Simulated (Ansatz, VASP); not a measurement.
# SnO2 in VASP and in Ansatz

```xyz
6
Lattice="4.7598 0.0000 0.0000 0.0000 4.7601 0.0000 0.0000 0.0000 3.1047" Properties=species:S:1:pos:R:3 pbc="T T T"
Sn    2.3799    2.3800    1.5523
Sn    0.0000    0.0000    0.0000
O     1.4558    1.4564    0.0000
O     3.8358    0.9237    1.5523
O     0.9241    3.8364    1.5523
O     3.3040    3.3037    0.0000
```

Change from the starting cell: strain +0.000 along x and y, -0.030 along z, atoms carried along.

Alike in both runs: task single point; functional r2SCAN; k mesh 6 × 6 × 8; occupations gaussian, width 0.05 eV; no spin polarisation.

```csv
,VASP,Ansatz
version,VASP 6.6.1,Ansatz 0.2.0
potentials or method,"VASP PAW PBE potentials, release 64 (Sn_d, O), cutoff 520 eV","scalar-relativistic, plane waves, PAW"
valence electrons in the cell,52,52
```

```csv
,VASP,Ansatz,Ansatz less VASP
gap on the k mesh at the Fermi level (eV),2.27,2.24,-0.029
least direct gap on the mesh (eV),2.27,2.24,-0.029
pressure (GPa),9.9,8.6,-1.29
"traceless stress, the component that is largest in VASP (GPa)",7.30,6.77,-0.526
rms of the force components (eV/Å),0.145,0.121,-0.0242
```

VASP's potentials were made for PBE, not for r2SCAN. Atom by atom the forces differ by 0.024 eV/Å (rms over components). With one functional, cell and mesh, what is left measures potentials, basis and numerics.
